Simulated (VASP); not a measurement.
A run of VASP 6.6.1 is set up as follows.

Contents of INCAR:

```
SYSTEM = NiO
PREC = Accurate
ENCUT = 600
EDIFF = 1E-7
ISMEAR = 0
SIGMA = 0.1
LREAL = .FALSE.
LASPH = .TRUE.
NELM = 200
ALGO = Normal
ISIF = 3
LWAVE = .FALSE.
LCHARG = .FALSE.
ISPIN = 2
MAGMOM = 0.88 0.88 0 0
LORBIT = 11
LMAXMIX = 4
GGA = PE
IBRION = 2
NSW = 90
EDIFFG = -0.04
GGA_COMPAT = .FALSE.
NELMIN = 4
```

Contents of KPOINTS:

```
Automatic mesh
0
G
  6 6 6
  0 0 0
```

File POSCAR:

```
NiO
1.0
    1.5141314069     -3.9950561784      0.0000000000
    1.5141314069      3.9950561784      0.0000000000
    0.0000000000      0.0000000000      3.0078015786
Ni O
2 2
Direct
    0.8540000000      0.1460000000      0.7500000000
    0.1460000000      0.8540000000      0.2500000000
    0.5500000000      0.4500000000      0.7500000000
    0.4500000000      0.5500000000      0.2500000000
```

Potentials or basis: VASP PAW PBE potentials, release 64 (Ni, O).

Run with:

```console
$ cat potpaw_PBE.64/Ni/POTCAR potpaw_PBE.64/O/POTCAR > POTCAR
$ mpirun -np 1 vasp_std > vasp.out
```

Question: What does it give for the net moment?

Answer: 0.00 μB per cell.

Question: What does it give for the space group after relaxing (to 0.1 Å)?

Answer: Cmcm (No. 63).

Question: Predict the relaxed cell.

Answer: a = 5.174 Å, b = 5.174 Å, c = 2.714 Å, α = 90.00°, β = 90.00°, γ = 148.76°.

Question: Estimate the relaxed volume.

Answer: 9.42 Å³/atom.

The path:
```csv
step,energy change (eV),largest force (eV/Å),pressure (GPa),volume (Å³)
1,0.0000,3.4301,24.92,36.39
2,-1.6169,2.8170,-20.73,44.10
3,-1.6263,2.7501,-22.10,44.63
4,-3.3993,1.4480,-16.01,40.29
5,-3.5298,1.6519,-7.67,38.97
6,-3.5316,1.4610,-9.38,39.19
7,-3.9532,1.7081,1.33,35.94
8,-4.0818,1.4195,16.49,33.26
9,-4.2552,1.2434,15.71,33.12
10,-4.3546,1.5714,17.20,32.88
11,-4.5795,1.2300,5.87,34.34
12,-4.7130,0.8051,-10.00,37.34
13,-4.8904,0.6375,-8.06,37.13
14,-5.2251,0.5098,3.01,36.30
15,-5.2328,0.8870,8.18,35.96
16,-5.3171,0.9696,4.50,37.13
17,-5.3179,0.9972,3.95,37.36
18,-5.3799,0.6256,-0.74,37.99
19,-5.3973,0.3265,-4.52,38.58
20,-5.4289,0.1287,-0.60,37.81
21,-5.4306,0.1818,0.59,37.60
22,-5.4341,0.1454,0.16,37.66
23,-5.4385,0.0709,-0.77,37.82
24,-5.4387,0.0662,-0.95,37.86
25,-5.4411,0.0561,0.52,37.63
26,-5.4412,0.0559,0.83,37.58
27,-5.4428,0.0018,0.34,37.69
```

Caveat: the k points lie up to 0.39 Å⁻¹ apart in the final cell, too coarse for converged energies and pressures of a metal; the moments typed at the start vanished in this run; a cell axis changed by over 15 % at a fixed basis, so the end point is rough.
